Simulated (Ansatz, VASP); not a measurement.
Two plane-wave programs on LiF

```
Li F
1.0
     2.62352    0.00000    0.00000
     0.00000    2.62352    0.00000
     0.00000    0.00000    2.43156
Li F
1 1
Cartesian
  0.0000 0.0000 0.0000
  1.3118 1.3118 1.2158
```

Change from the starting cell: strain +0.025 along x and y, -0.050 along z, atoms carried along.

Alike in both runs: task single point; functional LDA; k mesh 10 × 10 × 10; occupations gaussian, width 0.05 eV; no spin polarisation.

|  | VASP | Ansatz |
| --- | --- | --- |
| version | VASP 6.6.1 | Ansatz 0.2.0 |
| potentials or method | VASP PAW LDA potentials, release 64 (Li_sv, F), cutoff 520 eV | scalar-relativistic, plane waves, PAW |
| valence electrons in the cell | 10 | 10 |

```tsv
	VASP	Ansatz	Ansatz less VASP
gap on the k mesh at the Fermi level (eV)	6.86	6.86	+0.007
least direct gap on the mesh (eV)	7.36	7.36	+0.003
```

LDA's correlation is that of Perdew and Zunger in VASP and of Perdew and Wang (1992) in Ansatz.

Noted on VASP's run: the cutoff is short for stress, so the pressure is rough.
